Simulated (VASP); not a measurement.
# Li (Im-3m) in VASP: further runs

Li is run at these levels: r2SCAN; tasks: single point, relaxation of volume and atoms at fixed shape.

Everything below comes from runs of VASP 6.6.1. Logs are shortened: lines on timing, memory, paths and dates and some standing lists are left out, and cuts for length are marked.

## Step 1: The cell of the first run

Symmetry: Im-3m, No. 229, cubic system. Conventional cell: a = 3.479 Å, b = 3.479 Å, c = 3.479 Å, α = 90.00°, β = 90.00°, γ = 90.00°. Li (site symmetry m-3m) has 14 Li at 3.01 to 3.48 Å within 4.0 Å.

## Step 2: Single point, r2SCAN

The input, POSCAR:

```
Li
1.0
   -1.7396134504      1.7396134504      1.7396134504
    1.7396134504     -1.7396134504      1.7396134504
    1.7396134504      1.7396134504     -1.7396134504
Li
1
Direct
    0.0000000000      0.0000000000      0.0000000000
```

The input, INCAR.step1:

```
PREC = Accurate
ENCUT = 520
ISMEAR = 1
SIGMA = 0.05
LREAL = F
LASPH = T
NELM = 100
NBANDS = 8
GGA = PE
ALGO = Normal
EDIFF = 1E-4
LWAVE = T
LCHARG = F
```

The input, INCAR.step2:

```
PREC = Accurate
ENCUT = 520
EDIFF = 1E-7
ISMEAR = 1
SIGMA = 0.05
LREAL = F
LASPH = T
NELM = 100
ALGO = Normal
ISIF = 2
LWAVE = F
LCHARG = F
METAGGA = R2SCAN
LMIXTAU = T
NBANDS = 8
ISTART = 1
```

The input, KPOINTS:

```
regular mesh
0
Gamma
  10 10 10
```

Potentials or basis: VASP PAW PBE potentials, release 64 (Li_sv).

Run with:

```console
cat potpaw_PBE.64/Li_sv/POTCAR > POTCAR
cp INCAR.step1 INCAR
mpirun -np 1 vasp_std > vasp.out
cp INCAR.step2 INCAR
mpirun -np 1 vasp_std > vasp.out
```

OUTCAR:

```text
PREC = Accurate
   ENCUT = 520
   EDIFF = 1E-7
   ISMEAR = 1
   LREAL = F
   LASPH = T
   NELM = 100
   ISIF = 2
   METAGGA = R2SCAN
   ISTART = 1

 ion  position               nearest neighbor table
   1  0.000  0.000  0.000-

  LATTYP: Found a body centered cubic cell.
 ALAT       =     3.4792269008

  Lattice vectors:

 A1 = (  -1.7396134504,   1.7396134504,   1.7396134504)
 A2 = (   1.7396134504,  -1.7396134504,   1.7396134504)
 A3 = (   1.7396134504,   1.7396134504,  -1.7396134504)

Analysis of symmetry for initial positions (statically):
=====================================================================
 Subroutine PRICEL returns:
 Original cell was already a primitive cell.

 Routine SETGRP: Setting up the symmetry group for a
 body centered cubic supercell.

 Subroutine GETGRP returns: Found 48 space group operations
 (whereof 48 operations were pure point group operations)
 out of a pool of 48 trial point group operations.

The static configuration has the point symmetry O_h .

Analysis of symmetry for dynamics (positions and initial velocities):
=====================================================================
 Subroutine PRICEL returns:
 Original cell was already a primitive cell.

 Routine SETGRP: Setting up the symmetry group for a
 body centered cubic supercell.

 Subroutine GETGRP returns: Found 48 space group operations
 (whereof 48 operations were pure point group operations)
 out of a pool of 48 trial point group operations.

The dynamic configuration has the point symmetry O_h .

 Subroutine INISYM returns: Found 48 space group operations
 (whereof 48 operations are pure point group operations),
 and found     1 'primitive' translations

----------------------------------------------------------------------------------------

                                     Primitive cell

  volume of cell :      21.0581

  direct lattice vectors                    reciprocal lattice vectors
    -1.739613450  1.739613450  1.739613450     0.000000000  0.287420174  0.287420174
     1.739613450 -1.739613450  1.739613450     0.287420174  0.000000000  0.287420174
     1.739613450  1.739613450 -1.739613450     0.287420174  0.287420174  0.000000000

  length of vectors
     3.013098882  3.013098882  3.013098882     0.406473508  0.406473508  0.406473508

[... 77 lines left out ...]
   NELM   =    100;   NELMIN=  2; NELMDL=  0     # of ELM steps
   EDIFF  = 0.1E-06   stopping-criterion for ELM
   LREAL  =      F    real-space projection
   EDIFFG = 0.1E-05   stopping-criterion for IOM
   NSW    =      0    number of steps for IOM
   IBRION =     -1    ionic relax: 0-MD 1-quasi-New 2-CG
   NFREE  =      0    steps in history (QN), initial steepest desc. (CG)
   ISIF   =      2    stress and relaxation
   ISYM   =      2    0-nonsym 1-usesym 2-fastsym
   POTIM  = 0.5000    time-step for ionic-motion
   TEBEG  =    0.0;   TEEND  =   0.0 temperature during run
   PSTRESS=    0.0 pullay stress
   NELECT =       3.0000    total number of electrons
   NUPDOWN=      -1.0000    fix difference up-down
   EMIN   =  10.00;   EMAX   =-10.00  energy-range for DOS
   EFERMI =   0.00;   METHOD = LEGACY
   ISMEAR =     1;   SIGMA  =   0.05  broadening in eV -4-tet -1-fermi 0-gaus
   EFERMI_NEDOS =   21; number of points for ismear=-14 and -15
   IALGO  =     38    algorithm
   IMIX   =      4    mixing-type and parameters
     AMIX     =   0.40;   BMIX     =  1.00
     AMIX_MAG =   1.60;   BMIX_MAG =  1.00
  volume/ion in A,a.u.               =      21.06       142.11
  Fermi-wavevector in a.u.,A,eV,Ry     =   0.855019  1.615752  9.946644  0.731058
  Thomas-Fermi vector in A             =   1.971704
   LORBIT       =      0    0 simple, 1 ext, 2 COOP (PROOUT), +10 PAW based schemes
   METAGGA = R2SCAN    functional components
   LHFCALC =     F    Hartree Fock is set to
   AEXX    =    0.0000 exact exchange contribution
   IVDW    =     0    specifies the selected vdW correction
   LEPSILON=     F    determine dielectric tensor
   LRPA    =     F    only Hartree local field effects (RPA)
 non-spin polarized calculation
 Methfessel and Paxton  Order N= 1 SIGMA  =   0.05
  energy-cutoff  :      520.00
  volume of cell :       21.06
 maximum number of plane-waves:       586
 NGX is ok and might be reduce to    24
   NGX = 11   NGY = 11   NGZ = 11

 number of electron       2.9999990 magnetization

 Free energy of the ion-electron system (eV)
  ---------------------------------------------------
  ext. energy  EPLUGINS =         0.00000000
  ---------------------------------------------------
  free energy    TOTEN  =        -2.37299231 eV

  energy without entropy =       -2.37281290  energy(sigma->0) =       -2.37293251

 E-fermi :   0.5547     XC(G=0):  -7.3486

 val. band max:        0.5305112100   @ k =   0.3000   0.2000   0.0000
 cond. band min:       0.6418611354   @ k =  -0.3000   0.4000   0.2000
 fundamental gap:      0.1113499254
 Fermi energy:         0.5546659161

 k-point     1 :       0.0000    0.0000    0.0000
  band No.  band energies     occupation
      1     -47.6303      2.00000
      2      -3.2685      2.00000
      3      16.4442      0.00000
      4      16.4457      0.00000
      5      16.4457      0.00000
      6      20.5908      0.00000
      7      20.5911      0.00000
      8      20.5911      0.00000
[... 243 lines left out ...]
 k-point    24 :      -0.3000    0.3000    0.1000
  band No.  band energies     occupation
      1     -47.6175      2.00000
      2      -1.2381      2.00000
      3       8.2461      0.00000
      4      11.4487      0.00000
      5      13.9777      0.00000
      6      16.6872      0.00000
      7      17.5093      0.00000
      8      21.4935      0.00000

 [... further k-points ...]

------------------------ aborting loop because EDIFF is reached ----------------------------------------

  FORCE on cell =-STRESS in cart. coord.  units (eV):
  Direction    XX          YY          ZZ          XY          YZ          ZX
  --------------------------------------------------------------------------------------
  -------------------------------------------------------------------------------------
  Total       -0.0289926     -0.0289926     -0.0289926     -0.0000000     -0.0000000      0.0000000
  in kB       -2.2058653     -2.2058653     -2.2058653     -0.0000000     -0.0000000      0.0000000
  external PRESSURE =      -2.2058653 kB  Pullay stress =       0.0000000 kB

 VOLUME and BASIS-vectors are now :
 -----------------------------------------------------------------------------
  energy-cutoff  :      520.00
  volume of cell :       21.06
      direct lattice vectors                 reciprocal lattice vectors
    -1.739613450  1.739613450  1.739613450     0.000000000  0.287420174  0.287420174
     1.739613450 -1.739613450  1.739613450     0.287420174  0.000000000  0.287420174
     1.739613450  1.739613450 -1.739613450     0.287420174  0.287420174  0.000000000

 POSITION                                       TOTAL-FORCE (eV/Angst)
 -----------------------------------------------------------------------------------
      0.00000      0.00000      0.00000        -0.000000      0.000000     -0.000000
 -----------------------------------------------------------------------------------
    total drift:                               -0.000000      0.000000      0.000000

  FREE ENERGIE OF THE ION-ELECTRON SYSTEM (eV)
  ---------------------------------------------------
  free  energy   TOTEN  =        -2.3729923132 eV

  energy  without entropy=       -2.3728128973  energy(sigma->0) =       -2.37293251
```

OUTCAR.step1:

```text
PREC = Accurate
   ENCUT = 520
   ISMEAR = 1
   LREAL = F
   LASPH = T
[... 480 lines left out ...]

 POSITION                                       TOTAL-FORCE (eV/Angst)
 -----------------------------------------------------------------------------------
      0.00000      0.00000      0.00000        -0.000000      0.000000     -0.000000
 -----------------------------------------------------------------------------------
    total drift:                               -0.000000     -0.000000      0.000000

  FREE ENERGIE OF THE ION-ELECTRON SYSTEM (eV)
  ---------------------------------------------------
  free  energy   TOTEN  =        -1.8955355752 eV

  energy  without entropy=       -1.8954126191  energy(sigma->0) =       -1.89549459
```

Run time: 2.4 min. Hardware: 1 thread of AMD EPYC, shared host; peak memory 0.1 GiB.

What came out:

* Free energy: -2.3730 eV
* Band gap on the k mesh: zero (an odd number of electrons rules out a gap without spin polarisation)

Levels at points of the mesh, in eV from the Fermi level:
| k point | band 1 | band 2 | band 3 | band 4 | band 5 |
| --- | --- | --- | --- | --- | --- |
| (0.00, 0.00, 0.00) | -48.18 | -3.82 | 15.89 | 15.89 | 15.89 |
| (0.50, 0.00, 0.00) | -48.17 | 0.26 | 3.38 | 11.18 | 12.69 |
| (0.50, 0.50, 0.50) | -48.16 | 5.91 | 5.92 | 5.92 | 8.01 |

Caveat: the cutoff is under 1.25 times the usual one of these potentials, so pressure, stress and relaxed cells hold a basis-set (Pulay) error; the PAW data sets were made with another functional, which shifts forces and pressure a little.

## Step 3: Relaxation of volume and atoms at fixed shape, r2SCAN

This run uses another cell than the first one, of 21.61 Å³/atom.

The input, POSCAR:

```
Li
1.0
   -1.7546500000      1.7546500000      1.7546500000
    1.7546500000     -1.7546500000      1.7546500000
    1.7546500000      1.7546500000     -1.7546500000
Li
1
Direct
    0.0000000000      0.0000000000      0.0000000000
```

The input, INCAR.step1:

```
PREC = Accurate ; ENCUT = 600
ISMEAR = 1 ; SIGMA = 0.05
LREAL = F ; LASPH = T
NELM = 100 ; GGA = PE
ALGO = Normal ; EDIFF = 1E-4
LWAVE = T ; LCHARG = F
```

The input, INCAR.step2:

```
PREC = Accurate ; ENCUT = 600
EDIFF = 1E-6 ; ISMEAR = 1
SIGMA = 0.05 ; LREAL = F
LASPH = T ; NELM = 100
ALGO = Normal ; ISIF = 8
LWAVE = F ; LCHARG = F
METAGGA = R2SCAN ; LMIXTAU = T
IBRION = 2 ; NSW = 80
EDIFFG = -0.01 ; ISTART = 1
```

KPOINTS is that of step 2.

Potentials or basis: VASP PAW PBE potentials, release 64 (Li_sv).

Run with:

```console
cat potpaw_PBE.64/Li_sv/POTCAR > POTCAR
cp INCAR.step1 INCAR
mpirun -np 1 vasp_std > vasp.out
cp INCAR.step2 INCAR
mpirun -np 1 vasp_std > vasp.out
```

Wall time 5.4 min (1 thread of AMD EPYC, shared host); peak memory 0.1 GiB.

It converged, with:

```
Free energy                           : -2.3751 eV
Relaxed volume                        : 20.79 Å³/atom
Relaxed cell                          : a = 3.000 Å, b = 3.000 Å, c = 3.000 Å, α = 109.47°, β = 109.47°, γ = 109.47°
Space group after relaxing (to 0.1 Å) : Im-3m (No. 229)
Energy gained by relaxing             : 0.7 meV/atom
Ionic steps                           : 4
Pressure after relaxing               : 0.0 GPa
Band gap on the k mesh                : zero (an odd number of electrons rules out a gap without spin polarisation)
```

The path:
```tsv
step	energy change (eV)	largest force (eV/Å)	pressure (GPa)	volume (Å³)
1	0.0000	0.0000	-0.40	21.61
2	-0.0004	0.0000	-0.44	21.44
3	-0.0008	0.0000	-0.10	20.94
4	-0.0007	0.0000	-0.02	20.79
```

Final structure:
```xyz
1
Lattice="-1.7323 1.7323 1.7323 1.7323 -1.7323 1.7323 1.7323 1.7323 -1.7323" Properties=species:S:1:pos:R:3 pbc="T T T"
Li    0.0000    0.0000    0.0000
```

Levels at points of the mesh, in eV from the Fermi level:
| k point | band 1 | band 2 | band 3 | band 4 | band 5 |
| --- | --- | --- | --- | --- | --- |
| (0.00, 0.00, 0.00) | -48.14 | -3.85 | 16.01 | 16.01 | 16.01 |
| (0.50, 0.00, 0.00) | -48.12 | 0.26 | 3.41 | 11.27 | 12.79 |
| (0.50, 0.50, 0.50) | -48.11 | 5.96 | 5.96 | 5.96 | 8.07 |

Caveat: the cutoff is under 1.25 times the usual one of these potentials, so pressure, stress and relaxed cells hold a basis-set (Pulay) error; the PAW data sets were made with another functional, which shifts forces and pressure a little.
